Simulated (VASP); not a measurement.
# CuI (P4/nmm) in VASP: a series of runs, part 2 of 2

VASP 6.6.1.

### Step 3. Single point, PBEsol (in-plane strain -0.005, then relaxed in part)

Input file INCAR:

```
ALGO = Normal ; EDIFF = 1E-6
ENCUT = 520 ; GGA = PS
ISIF = 2 ; ISMEAR = 0
LASPH = T ; LCHARG = F
LREAL = F ; LWAVE = F
NBANDS = 26 ; NELM = 100
PREC = Accurate ; SIGMA = 0.01
```

Input file KPOINTS:

```
k-points
0
Gamma
  6 6 4
```

Input file POSCAR:

```
CuI
1.0
    3.9853775980      0.0000000000      0.0000000000
    0.0000000000      3.9853775980      0.0000000000
    0.0000000000      0.0000000000      6.4986911482
Cu I
2 2
Direct
    0.0000000000      0.0000000000      0.0000000000
    0.5000000000      0.5000000000      0.0000000000
    0.0000000000      0.5000000000      0.2620751277
    0.5000000000      0.0000000000      0.7379248723
```

Potentials or basis: VASP PAW PBE potentials, release 64 (Cu, I).

Command:

```sh
> cat potpaw_PBE.64/Cu/POTCAR potpaw_PBE.64/I/POTCAR > POTCAR
> mpirun -np 1 vasp_std > vasp.out
```

OUTCAR:

```text
EDIFF = 1E-6
   ENCUT = 520
   GGA = PS
   ISIF = 2
   ISMEAR = 0
   LASPH = T
   LREAL = F
   NELM = 100
   PREC = Accurate

 ion  position               nearest neighbor table
   1  0.000  0.000  0.000-   3 2.62   4 2.62   3 2.62   4 2.62
   2  0.500  0.500  0.000-   3 2.62   4 2.62   4 2.62   3 2.62
   3  0.000  0.500  0.262-   1 2.62   2 2.62   1 2.62   2 2.62
   4  0.500  0.000  0.738-   1 2.62   2 2.62   2 2.62   1 2.62

  LATTYP: Found a simple tetragonal cell.
 ALAT       =     3.9853775980
 C/A-ratio  =     1.6306337325

  Lattice vectors:

 A1 = (   3.9853775980,   0.0000000000,   0.0000000000)
 A2 = (   0.0000000000,   3.9853775980,   0.0000000000)
 A3 = (   0.0000000000,   0.0000000000,   6.4986911482)

Analysis of symmetry for initial positions (statically):
=====================================================================
 Subroutine PRICEL returns:
 Original cell was already a primitive cell.

 Routine SETGRP: Setting up the symmetry group for a
 simple tetragonal supercell.

 Subroutine GETGRP returns: Found 16 space group operations
 (whereof  8 operations were pure point group operations)
 out of a pool of 16 trial point group operations.

The static configuration has the point symmetry D_2d.
 The point group associated with its full space group is D_4h.

Analysis of symmetry for dynamics (positions and initial velocities):
=====================================================================
 Subroutine PRICEL returns:
 Original cell was already a primitive cell.

 Routine SETGRP: Setting up the symmetry group for a
 simple tetragonal supercell.

 Subroutine GETGRP returns: Found 16 space group operations
 (whereof  8 operations were pure point group operations)
 out of a pool of 16 trial point group operations.
[... 121 lines left out ...]
   ISMEAR =     0;   SIGMA  =   0.01  broadening in eV -4-tet -1-fermi 0-gaus
   EFERMI_NEDOS =   21; number of points for ismear=-14 and -15
   IALGO  =     38    algorithm
   IMIX   =      4    mixing-type and parameters
     AMIX     =   0.40;   BMIX     =  1.00
     AMIX_MAG =   1.60;   BMIX_MAG =  1.00
  volume/ion in A,a.u.               =      25.81       174.14
  Fermi-wavevector in a.u.,A,eV,Ry     =   1.152358  2.177641 18.067567  1.327929
  Thomas-Fermi vector in A             =   2.289009
   LORBIT       =      0    0 simple, 1 ext, 2 COOP (PROOUT), +10 PAW based schemes
   GGA     = PS    functional components
   LHFCALC =     F    Hartree Fock is set to
   AEXX    =    0.0000 exact exchange contribution
   IVDW    =     0    specifies the selected vdW correction
   LEPSILON=     F    determine dielectric tensor
   LRPA    =     F    only Hartree local field effects (RPA)
 non-spin polarized calculation
 Gauss-broadening in eV      SIGMA  =   0.01
  energy-cutoff  :      520.00
  volume of cell :      103.22
 maximum number of plane-waves:      2824
 NGX is ok and might be reduce to    30
   NGX = 15   NGY = 15   NGZ = 25

 number of electron      36.0000026 magnetization

 Free energy of the ion-electron system (eV)
  ---------------------------------------------------
  ext. energy  EPLUGINS =         0.00000000
  ---------------------------------------------------
  free energy    TOTEN  =       -12.64246587 eV

  energy without entropy =      -12.64246587  energy(sigma->0) =      -12.64246587

 E-fermi :   4.9964     XC(G=0):  -9.4690

 val. band max:        4.9435720439   @ k =   0.0000   0.0000   0.0000
 cond. band min:       6.4744087564   @ k =   0.0000   0.0000   0.0000
 fundamental gap:      1.5308367125
 Fermi energy:         4.9963677661

 k-point     1 :       0.0000    0.0000    0.0000
  band No.  band energies     occupation
      1      -9.2515      2.00000
      2      -8.4785      2.00000
      3      -1.2516      2.00000
      4       0.9216      2.00000
      5       1.1807      2.00000
      6       1.1807      2.00000
[... 685 lines left out ...]
     25      12.8611      0.00000
     26      12.8611      0.00000

 [... further k-points ...]

------------------------ aborting loop because EDIFF is reached ----------------------------------------

  FORCE on cell =-STRESS in cart. coord.  units (eV):
  Direction    XX          YY          ZZ          XY          YZ          ZX
  --------------------------------------------------------------------------------------
  -------------------------------------------------------------------------------------
  Total        0.2897803      0.2897803      0.0977102      0.0000000      0.0000000      0.0000000
  in kB        4.4979495      4.4979495      1.5166507      0.0000000      0.0000000      0.0000000
  external PRESSURE =       3.5041832 kB  Pullay stress =       0.0000000 kB

 VOLUME and BASIS-vectors are now :
 -----------------------------------------------------------------------------
  energy-cutoff  :      520.00
  volume of cell :      103.22
      direct lattice vectors                 reciprocal lattice vectors
     3.985377598  0.000000000  0.000000000     0.250917253  0.000000000  0.000000000
     0.000000000  3.985377598  0.000000000     0.000000000  0.250917253  0.000000000
     0.000000000  0.000000000  6.498691148     0.000000000  0.000000000  0.153877139

 POSITION                                       TOTAL-FORCE (eV/Angst)
 -----------------------------------------------------------------------------------
      0.00000      0.00000      0.00000         0.000000     -0.000000      0.000000
      1.99269      1.99269      0.00000        -0.000000      0.000000      0.000000
      0.00000      1.99269      1.70315         0.000000      0.000000      0.022805
      1.99269      0.00000      4.79555        -0.000000      0.000000     -0.022805
 -----------------------------------------------------------------------------------
    total drift:                                0.000000      0.000000     -0.000000

  FREE ENERGIE OF THE ION-ELECTRON SYSTEM (eV)
  ---------------------------------------------------
  free  energy   TOTEN  =       -12.6424658662 eV

  energy  without entropy=      -12.6424658662  energy(sigma->0) =      -12.64246587
```

OSZICAR:

```text
N       E                     dE             d eps       ncg     rms          rms(c)
DAV:   1     0.278196482651E+03    0.27820E+03   -0.15234E+04  1560   0.153E+03
DAV:   2     0.142956368330E+02   -0.26390E+03   -0.25101E+03  1564   0.320E+02
DAV:   3    -0.121060047967E+02   -0.26402E+02   -0.25778E+02  2050   0.122E+02
DAV:   4    -0.134593606336E+02   -0.13534E+01   -0.13481E+01  2106   0.248E+01
DAV:   5    -0.135241261741E+02   -0.64766E-01   -0.64751E-01  2460   0.523E+00    0.108E+01
DAV:   6    -0.132696787078E+02    0.25445E+00   -0.12578E+01  1876   0.798E+01    0.715E+00
DAV:   7    -0.126434493865E+02    0.62623E+00   -0.31169E+00  1916   0.523E+01    0.342E+00
DAV:   8    -0.126632667561E+02   -0.19817E-01   -0.32105E-01  2470   0.815E+00    0.104E+00
DAV:   9    -0.126421776076E+02    0.21089E-01   -0.98930E-02  2154   0.768E+00    0.533E-01
DAV:  10    -0.126432161127E+02   -0.10385E-02   -0.61685E-03  2400   0.139E+00    0.363E-01
DAV:  11    -0.126424131740E+02    0.80294E-03   -0.32516E-03  2072   0.152E+00    0.120E-01
DAV:  12    -0.126424570072E+02   -0.43833E-04   -0.60522E-04  1802   0.161E-01    0.231E-02
DAV:  13    -0.126424620966E+02   -0.50895E-05   -0.21384E-05  2308   0.380E-02    0.125E-02
DAV:  14    -0.126424653712E+02   -0.32745E-05   -0.67747E-06  1628   0.183E-02    0.166E-02
DAV:  15    -0.126424658662E+02   -0.49499E-06   -0.39593E-07  1248   0.667E-03
   1 F= -.12642466E+02 E0= -.12642466E+02  d E =-.614638E-16
```

It took 2.1 min on 1 thread of Intel Xeon 8259CL, shared host; peak memory 0.24 GiB.

Results:

| Property | Result |
| --- | --- |
| Free energy | -12.6425 eV |
| Pressure | 0.4 GPa |
| Largest force | 0.023 eV/Å |
| Band gap on the k mesh | 1.53 eV |

Forces in eV/Å, atoms in the order of the input:
```
Cu   0.000  0.000  0.000
Cu   0.000  0.000  0.000
I    0.000  0.000  0.023
I    0.000  0.000 -0.023
```

Levels at points of the mesh, in eV from the valence-band top:
```csv
k point,band 16,band 17,band 18,band 19,band 20,band 21
"(0.00, 0.00, 0.00)",-1.00,0.00,0.00,1.53,3.20,3.35
"(0.50, 0.00, 0.00)",-1.30,-0.50,-0.50,3.71,3.71,4.83
"(0.50, 0.50, 0.00)",-1.85,-1.20,-1.20,2.47,2.47,2.58
"(0.00, 0.00, 0.50)",-1.28,-0.35,-0.35,3.32,3.43,3.49
"(0.50, 0.00, 0.50)",-0.87,-0.47,-0.47,2.12,2.12,5.10
"(0.50, 0.50, 0.50)",-1.85,-1.10,-1.10,3.90,3.90,4.06
```

Caveat: the cell differs from its parent crystal (in-plane strain -0.005, then relaxed in part); the PAW data sets were made with another functional, which shifts forces and pressure a little; spin-orbit coupling is left out, which moves the levels of the heavy elements; this functional lacks dispersion, which binds the layers, so the pressure and a relaxed spacing across them are unreliable.
